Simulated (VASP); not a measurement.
# Mg in VASP: settings compared

Aim: see how the results for Mg move with the level of theory and the settings. Levels: r2SCAN, PBE. Tasks: single point.

All numbers are computed with VASP 6.6.1; they aren't measurements. Logs are shortened: lines on timing, memory, paths and dates and some standing lists are left out, and cuts for length are marked.

## 1. The cell of the first run

It takes space group P6_3/mmc (No. 194, hexagonal). The conventional cell has a = 3.061 Å, b = 3.061 Å, c = 5.022 Å, α = 90.00°, β = 90.00°, γ = 120.00°. Mg (site symmetry -6m2) has 12 Mg at 3.06 to 3.07 Å within 4.0 Å.

## 2. Single point, r2SCAN

POSCAR

```
Mg
1.0
    3.0610408698      0.0000000000      0.0000000000
   -1.5305204349      2.6509391553      0.0000000000
    0.0000000000      0.0000000000      5.0223750790
Mg
2
Direct
    0.6666666667      0.3333333333      0.7500000000
    0.3333333333      0.6666666667      0.2500000000
```

INCAR.step1

```
PREC = Accurate ; ENCUT = 520
ISMEAR = -1 ; SIGMA = 0.05
LREAL = F ; LASPH = T
NELM = 80 ; NBANDS = 9
GGA = PE ; ALGO = Normal
EDIFF = 1E-4 ; LWAVE = T
LCHARG = F
```

INCAR.step2

```
PREC = Accurate ; ENCUT = 520
EDIFF = 1E-6 ; ISMEAR = -1
SIGMA = 0.05 ; LREAL = F
LASPH = T ; NELM = 80
ALGO = Normal ; ISIF = 2
LWAVE = F ; LCHARG = T
METAGGA = R2SCAN ; LMIXTAU = T
LELF = T ; LVHAR = T
NBANDS = 9 ; ISTART = 1
```

KPOINTS

```
Automatic mesh
0
Gamma
  10 10 5
```

Potentials or basis: VASP PAW PBE potentials, release 64 (Mg).

Run with:

```console
$ cat potpaw_PBE.64/Mg/POTCAR > POTCAR
$ cp INCAR.step1 INCAR
$ mpirun -np 1 vasp_std > vasp.out
$ cp INCAR.step2 INCAR
$ mpirun -np 1 vasp_std > vasp.out
```

OUTCAR:

```text
PREC = Accurate
   ENCUT = 520
   EDIFF = 1E-6
   ISMEAR = -1
   LREAL = F
   LASPH = T
   NELM = 80
   ISIF = 2
   METAGGA = R2SCAN
   ISTART = 1

 ion  position               nearest neighbor table
   1  0.667  0.333  0.750-   2 3.07   2 3.07   2 3.07   2 3.07   2 3.07   2 3.07
   2  0.333  0.667  0.250-   1 3.07   1 3.07   1 3.07   1 3.07   1 3.07   1 3.07

  LATTYP: Found a hexagonal cell.
 ALAT       =     3.0610408698
 C/A-ratio  =     1.6407409416

  Lattice vectors:

 A1 = (   3.0610408698,   0.0000000000,   0.0000000000)
 A2 = (  -1.5305204349,   2.6509391553,   0.0000000000)
 A3 = (   0.0000000000,   0.0000000000,   5.0223750790)

Analysis of symmetry for initial positions (statically):
=====================================================================
 Subroutine PRICEL returns:
 Original cell was already a primitive cell.

 Routine SETGRP: Setting up the symmetry group for a
 hexagonal supercell.

 Subroutine GETGRP returns: Found 24 space group operations
 (whereof 12 operations were pure point group operations)
 out of a pool of 24 trial point group operations.

The static configuration has the point symmetry D_3d.
 The point group associated with its full space group is D_6h.

Analysis of symmetry for dynamics (positions and initial velocities):
=====================================================================
 Subroutine PRICEL returns:
 Original cell was already a primitive cell.

 Routine SETGRP: Setting up the symmetry group for a
 hexagonal supercell.

 Subroutine GETGRP returns: Found 24 space group operations
 (whereof 12 operations were pure point group operations)
 out of a pool of 24 trial point group operations.

The dynamic configuration has the point symmetry D_3d.
 The point group associated with its full space group is D_6h.

 Subroutine INISYM returns: Found 24 space group operations
 (whereof 12 operations are pure point group operations),
 and found     1 'primitive' translations

----------------------------------------------------------------------------------------

                                     Primitive cell

  volume of cell :      40.7547

  direct lattice vectors                    reciprocal lattice vectors
     3.061040870  0.000000000  0.000000000     0.326686262  0.188612401  0.000000000
    -1.530520435  2.650939155  0.000000000     0.000000000  0.377224803  0.000000000
     0.000000000  0.000000000  5.022375079     0.000000000  0.000000000  0.199108984

  length of vectors
     3.061040870  3.061040870  5.022375079     0.377224803  0.377224803  0.199108984

  position of ions in fractional coordinates (direct lattice)
     0.666666667  0.333333333  0.750000000
     0.333333333  0.666666667  0.250000000

  ion indices of the primitive-cell ions
   primitive index   ion index
                 1           1
                 2           2

----------------------------------------------------------------------------------------

 KPOINTS: Automatic mesh

Automatic generation of k-mesh.
 Grid dimensions read from file:
 generate k-points for:   10   10    5

 Generating k-lattice:

  Cartesian coordinates                     Fractional coordinates (reciprocal lattice)
     0.032668626  0.018861240  0.000000000     0.100000000  0.000000000  0.000000000
     0.000000000  0.037722480  0.000000000     0.000000000  0.100000000  0.000000000
     0.000000000  0.000000000  0.039821797     0.000000000  0.000000000  0.200000000

  Length of vectors
     0.037722480  0.037722480  0.039821797

  Shift w.r.t. Gamma in fractional coordinates (k-lattice)
     0.000000000  0.000000000  0.000000000

 Subroutine IBZKPT returns following result:
 ===========================================

 Found     42 irreducible k-points:

 Following reciprocal coordinates:
            Coordinates               Weight
  0.000000  0.000000  0.000000      1.000000
  0.100000 -0.000000  0.000000      6.000000
  0.200000 -0.000000  0.000000      6.000000
  0.300000  0.000000  0.000000      6.000000
  0.400000  0.000000  0.000000      6.000000
  0.500000 -0.000000  0.000000      3.000000
[... 16 lines left out ...]
  0.300000  0.100000  0.200000     24.000000
  0.400000  0.100000  0.200000     24.000000
 [... further k-points ...]
   k-points           NKPTS =     42   k-points in BZ     NKDIM =     42   number of bands    NBANDS=      9
   number of dos      NEDOS =    301   number of ions     NIONS =      2
   total plane-waves  NPLWV =  23040
   dimension x,y,z NGX =    24 NGY =   24 NGZ =   40
   dimension x,y,z NGXF=    48 NGYF=   48 NGZF=   80
   ions per type =               2
   NGX,Y,Z   is equivalent  to a cutoff of  13.03, 13.03, 13.24 a.u.
   NGXF,Y,Z  is equivalent  to a cutoff of  26.07, 26.07, 26.48 a.u.
 SYSTEM =  unknown system
   PREC   = accura    normal or accurate (medium, high low for compatibility)
   ISTART =      1    job   : 0-new  1-cont  2-samecut
   ICHARG =      0    charge: 1-file 2-atom 10-const
   ISPIN  =      1    spin polarized calculation?
   LNONCOLLINEAR =      F non collinear calculations
   LSORBIT =      F    spin-orbit coupling
   LASPH  =      T    aspherical Exc in radial PAW
   ENCUT  =  520.0 eV  38.22 Ry    6.18 a.u.   5.69  5.69  9.34*2*pi/ulx,y,z
   NELM   =     80;   NELMIN=  2; NELMDL=  0     # of ELM steps
   EDIFF  = 0.1E-05   stopping-criterion for ELM
   LREAL  =      F    real-space projection
   EDIFFG = 0.1E-04   stopping-criterion for IOM
   NSW    =      0    number of steps for IOM
   IBRION =     -1    ionic relax: 0-MD 1-quasi-New 2-CG
   NFREE  =      0    steps in history (QN), initial steepest desc. (CG)
   ISIF   =      2    stress and relaxation
   ISYM   =      2    0-nonsym 1-usesym 2-fastsym
   POTIM  = 0.5000    time-step for ionic-motion
   TEBEG  =    0.0;   TEEND  =   0.0 temperature during run
   PSTRESS=    0.0 pullay stress
   NELECT =       4.0000    total number of electrons
   NUPDOWN=      -1.0000    fix difference up-down
   EMIN   =  10.00;   EMAX   =-10.00  energy-range for DOS
   EFERMI =   0.00;   METHOD = LEGACY
   ISMEAR =    -1;   SIGMA  =   0.05  broadening in eV -4-tet -1-fermi 0-gaus
   EFERMI_NEDOS =   21; number of points for ismear=-14 and -15
   IALGO  =     38    algorithm
   IMIX   =      4    mixing-type and parameters
     AMIX     =   0.40;   BMIX     =  1.00
     AMIX_MAG =   1.60;   BMIX_MAG =  1.00
  volume/ion in A,a.u.               =      20.38       137.51
  Fermi-wavevector in a.u.,A,eV,Ry     =   0.755154  1.427034  7.758824  0.570257
  Thomas-Fermi vector in A             =   1.852984
   LORBIT       =      0    0 simple, 1 ext, 2 COOP (PROOUT), +10 PAW based schemes
   METAGGA = R2SCAN    functional components
   LHFCALC =     F    Hartree Fock is set to
   AEXX    =    0.0000 exact exchange contribution
   IVDW    =     0    specifies the selected vdW correction
   LEPSILON=     F    determine dielectric tensor
   LRPA    =     F    only Hartree local field effects (RPA)
 non-spin polarized calculation
  energy-cutoff  :      520.00
  volume of cell :       40.75
 maximum number of plane-waves:      1114
 NGX is ok and might be reduce to    24
   NGX = 11   NGY = 11   NGZ = 19

 number of electron       4.0000000 magnetization

 Free energy of the ion-electron system (eV)
  ---------------------------------------------------
  ext. energy  EPLUGINS =         0.00000000
  ---------------------------------------------------
  free energy    TOTEN  =        -8.23395187 eV

  energy without entropy =       -8.22552234  energy(sigma->0) =       -8.22973710

 E-fermi :   3.3767     XC(G=0):  -9.4345

 val. band max:        3.3023928349   @ k =   0.3000   0.3000   0.0000
 cond. band min:       3.3869061756   @ k =   0.5000  -0.0000   0.4000
 fundamental gap:      0.0845133407
 Fermi energy:         3.3767270744

 k-point     1 :       0.0000    0.0000    0.0000
  band No.  band energies     occupation
      1      -4.6364      2.00000
      2       1.1210      2.00000
      3       1.9983      2.00000
      4      15.8478      0.00000
      5      15.8478      0.00000
      6      16.2951      0.00000
      7      16.2951      0.00000
      8      16.5508      0.00000
      9      19.0452      0.00000

 k-point     2 :       0.1000   -0.0000    0.0000
  band No.  band energies     occupation
      1      -4.4085      2.00000
      2       1.3290      2.00000
      3       2.2126      2.00000
      4      12.7572      0.00000
      5      14.4212      0.00000
      6      15.1636      0.00000
      7      17.5742      0.00000
      8      17.9064      0.00000
      9      17.9672      0.00000

 k-point     3 :       0.2000   -0.0000    0.0000
  band No.  band energies     occupation
      1      -3.7282      2.00000
      2       1.9537      2.00000
      3       2.8358      1.99996
      4       9.3752      0.00000
      5      13.1377      0.00000
      6      13.3012      0.00000
      7      14.5461      0.00000
      8      16.5772      0.00000
      9      17.9702      0.00000

 k-point     4 :       0.3000    0.0000    0.0000
  band No.  band energies     occupation
      1      -2.6063      2.00000
      2       2.9974      1.99899
      3       3.7256      0.00186
      4       6.4435      0.00000
      5      11.3391      0.00000
      6      11.4110      0.00000
      7      12.2168      0.00000
      8      14.9261      0.00000
      9      16.8885      0.00000

 k-point     5 :       0.4000    0.0000    0.0000
  band No.  band energies     occupation
      1      -1.0620      2.00000
      2       3.0761      1.99511
      3       4.4628      0.00000
      4       5.7815      0.00000
      5       8.6734      0.00000
      6       9.3157      0.00000
      7      11.6645      0.00000
      8      13.8830      0.00000
      9      16.2305      0.00000

 k-point     6 :       0.5000   -0.0000    0.0000
  band No.  band energies     occupation
      1       0.7401      2.00000
      2       1.0204      2.00000
      3       6.2841      0.00000
      4       6.4261      0.00000
      5       7.1650      0.00000
      6       7.5720      0.00000
      7      11.4806      0.00000
      8      13.5427      0.00000
      9      16.0101      0.00000
[... 169 lines left out ...]
 k-point    21 :       0.1000    0.1000    0.2000
  band No.  band energies     occupation
      1      -3.7023      2.00000
      2      -0.0167      2.00000
      3       4.8146      0.00000
      4      11.0561      0.00000
      5      11.7203      0.00000
      6      14.2508      0.00000
      7      14.7871      0.00000
      8      15.7094      0.00000
      9      17.8395      0.00000

 k-point    22 :       0.2000    0.1000    0.2000
  band No.  band energies     occupation
      1      -2.8038      2.00000
      2       0.8383      2.00000
      3       5.5244      0.00000
      4       8.1734      0.00000
      5      10.0720      0.00000
      6      11.8007      0.00000
      7      13.5610      0.00000
      8      15.7099      0.00000
      9      16.1076      0.00000

 k-point    23 :       0.3000    0.1000    0.2000
  band No.  band energies     occupation
      1      -1.4745      2.00000
      2       2.0764      2.00000
      3       4.9453      0.00000
      4       7.0450      0.00000
      5       8.2312      0.00000
      6       9.9956      0.00000
      7      12.6893      0.00000
      8      13.6569      0.00000
      9      16.1320      0.00000

 k-point    24 :       0.4000    0.1000    0.2000
  band No.  band energies     occupation
      1       0.2553      2.00000
      2       2.3029      2.00000
      3       4.0048      0.00001
      4       5.9576      0.00000
      5       8.0950      0.00000
      6       9.4638      0.00000
      7      11.4350      0.00000
      8      12.6459      0.00000
      9      15.8626      0.00000

 [... further k-points ...]

------------------------ aborting loop because EDIFF is reached ----------------------------------------

  FORCE on cell =-STRESS in cart. coord.  units (eV):
  Direction    XX          YY          ZZ          XY          YZ          ZX
  --------------------------------------------------------------------------------------
  -------------------------------------------------------------------------------------
  Total        1.1913371      1.1913371      1.2086763      0.0000000      0.0000000      0.0000000
  in kB       46.8346432     46.8346432     47.5162919      0.0000000      0.0000000      0.0000000
  external PRESSURE =      47.0618594 kB  Pullay stress =       0.0000000 kB

 VOLUME and BASIS-vectors are now :
 -----------------------------------------------------------------------------
  energy-cutoff  :      520.00
  volume of cell :       40.75
      direct lattice vectors                 reciprocal lattice vectors
     3.061040870  0.000000000  0.000000000     0.326686262  0.188612401  0.000000000
    -1.530520435  2.650939155  0.000000000     0.000000000  0.377224803  0.000000000
     0.000000000  0.000000000  5.022375079     0.000000000  0.000000000  0.199108984

 POSITION                                       TOTAL-FORCE (eV/Angst)
 -----------------------------------------------------------------------------------
      1.53052      0.88365      3.76678         0.000000      0.000000      0.000000
     -0.00000      1.76729      1.25559        -0.000000     -0.000000      0.000000
 -----------------------------------------------------------------------------------
    total drift:                                0.000000     -0.000000      0.000000

  FREE ENERGIE OF THE ION-ELECTRON SYSTEM (eV)
  ---------------------------------------------------
  free  energy   TOTEN  =        -8.2339518656 eV

  energy  without entropy=       -8.2255223371  energy(sigma->0) =       -8.22973710
```

Wall time 31 s (1 thread of Intel Xeon Platinum 8559C (Emerald Rapids), shared host); peak memory 0.16 GiB.

What came out:

| Quantity | Value |
| --- | --- |
| Free energy | -8.2340 eV |
| Pressure | 4.7 GPa |
| Band gap on the k mesh | zero (band 2 reaches 3.83 eV, above the bottom of band 3 at 2.00 eV) |

Caveat: the PAW data sets were made with another functional, which shifts forces and pressure a little.

## 3. Single point, r2SCAN

This run uses another cell than the first one, of 21.61 Å³/atom, 1.060 times its volume.

POSCAR

```
Mg
1.0
    3.1072914222      0.0000000000      0.0000000000
   -1.5536457111      2.6909933085      0.0000000000
    0.0000000000      0.0000000000      5.1681642608
Mg
2
Direct
    0.6666666667      0.3333333333      0.7500000000
    0.3333333333      0.6666666667      0.2500000000
```

INCAR.step1

```
ALGO = Normal
EDIFF = 1E-4
ENCUT = 520
GGA = PE
ISMEAR = -1
LASPH = True
LCHARG = False
LREAL = False
LWAVE = True
NBANDS = 9
NELM = 80
PREC = Accurate
SIGMA = 0.05
```

INCAR.step2

```
ALGO = Normal
EDIFF = 1E-6
ENCUT = 520
ISIF = 2
ISMEAR = -1
ISTART = 1
LASPH = True
LCHARG = False
LMIXTAU = True
LREAL = False
LWAVE = False
METAGGA = R2SCAN
NBANDS = 9
NELM = 80
PREC = Accurate
SIGMA = 0.05
```

KPOINTS

```
k-points
0
Gamma
  10 10 5
```

Potentials or basis: VASP PAW PBE potentials, release 64 (Mg).

Run with:

```console
$ cat potpaw_PBE.64/Mg/POTCAR > POTCAR
$ cp INCAR.step1 INCAR
$ mpirun -np 1 vasp_std > vasp.out
$ cp INCAR.step2 INCAR
$ mpirun -np 1 vasp_std > vasp.out
```

Wall time 27 s (1 thread of Intel Xeon Platinum 8559C (Emerald Rapids), shared host); peak memory 0.16 GiB.

It converged, with:

- Free energy: -8.2826 eV
- Pressure: 1.7 GPa
- Band gap on the k mesh: zero (band 2 reaches 3.48 eV, above the bottom of band 3 at 1.54 eV)

Levels at points of the mesh, in eV from the Fermi level:
| k point | band 1 | band 2 | band 3 | band 4 | band 5 |
| --- | --- | --- | --- | --- | --- |
| (0.00, 0.00, 0.00) | -7.74 | -2.23 | -1.50 | 12.27 | 12.27 |
| (0.50, 0.00, 0.00) | -2.49 | -2.24 | 2.80 | 3.00 | 3.51 |

Caveat: the PAW data sets were made with another functional, which shifts forces and pressure a little.

[end of part 1 of 2]
